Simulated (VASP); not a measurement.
Write the native input for VASP 6.6.1 that does the following.

```yaml
Task: single point
Functional: PBE
Potentials_or_basis: VASP PAW PBE potentials, release 64 (O)
Cutoff: 600 eV
k_mesh: 4 × 4 × 4
Occupations: tetrahedron
Spin: no spin polarisation
Dipole_correction: no
Further_INCAR_settings: ALGO = Normal; EDIFF = 1e-06; NBANDS = 13
```

The structure of O lies in POSCAR:

```
O
1.0
    0.0000000000      2.1821547524      3.4632536944
    1.5306818240      0.0000000000      3.4632536944
    1.5306818240      2.1821547524      0.0000000000
O
2
Direct
    0.0871000000      0.0871000000      0.9129000000
    0.9129000000      0.9129000000      0.0871000000
```

The input as run:

INCAR

```
PREC = Accurate
ENCUT = 600
EDIFF = 1E-6
ISMEAR = -5
SIGMA = 0.1
LREAL = False
LASPH = True
NELM = 120
ALGO = Normal
ISIF = 2
LWAVE = False
LCHARG = False
GGA = PE
NBANDS = 13
GGA_COMPAT = False
```

KPOINTS

```
Automatic mesh
0
Gamma
  4 4 4
```

Potentials or basis: VASP PAW PBE potentials, release 64 (O).

Command:

```console
$ cat potpaw_PBE.64/O/POTCAR > POTCAR
$ mpirun -np 1 vasp_std > vasp.out
```

Results of the run:

- Pressure: 4.0 GPa
- Largest force: 1.786 eV/Å
- Band gap on the k mesh: zero (bands 6 and 7 overlap by 1.34 eV)

Caveat: the k points lie up to 0.67 Å⁻¹ apart, too coarse for converged energies and pressures of a metal; the standard files for N, O and F lose accuracy on very short bonds; spin is off for a triplet molecule; this functional lacks dispersion, which holds the molecules together, so the pressure and a relaxed volume are unreliable; forces of over 1 eV/Å act on the atoms, so gaps and moduli don't describe the material at rest; tetrahedron occupations give inexact forces and stress in metals.

Run time: 5.1 s on 1 thread of AMD EPYC 9R45 96-Core Processor (Zen 5), on a shared host, peak memory 0.12 GiB.
